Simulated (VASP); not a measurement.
Ag:

```
Ag
1.0
     4.09000    0.00000    0.00000
     0.00000    4.09000    0.00000
     0.00000    0.00000    4.09000
Ag
4
Direct
  0.00000 0.00000 0.00000
  0.00000 0.50000 0.50000
  0.50000 0.00000 0.50000
  0.50000 0.50000 0.00000
```

| Quantity | Value |
| --- | --- |
| Program | VASP 6.6.1 |
| Task | relaxation of cell and atoms |
| Functional | PBEsol |
| Potentials or basis | VASP PAW PBE potentials, release 64 (Ag) |
| Cutoff | 600 eV |
| k mesh | 6 × 6 × 6 |
| Occupations | methfessel-paxton, width 0.1 eV |
| Spin | no spin polarisation |

At the start: pressure -3.0 GPa; volume 17.10 Å³/atom.

Q: How do energy, volume and symmetry change on relaxing?

A: Over 3 steps the energy falls by 4.3 meV/atom and the volume is 16.65 Å³/atom (-2.7 %); space group Fm-3m (No. 225, to 0.05 Å).

Step by step:
```csv
step,energy change (eV),largest force (eV/Å),pressure (GPa),volume (Å³)
1,0.0000,0.0000,-2.95,68.42
2,-0.0083,0.0000,2.35,65.35
3,-0.0173,0.0000,-0.01,66.60
```

Final structure:
```
CELL_PARAMETERS angstrom
4.05341 0.00000 0.00000
0.00000 4.05341 0.00000
0.00000 0.00000 4.05341
ATOMIC_POSITIONS crystal
Ag 0.00000 0.00000 0.00000
Ag 0.00000 0.50000 0.50000
Ag 0.50000 0.00000 0.50000
Ag 0.50000 0.50000 0.00000
```

Caveat: the PAW data sets were made with another functional, which shifts forces and pressure a little.
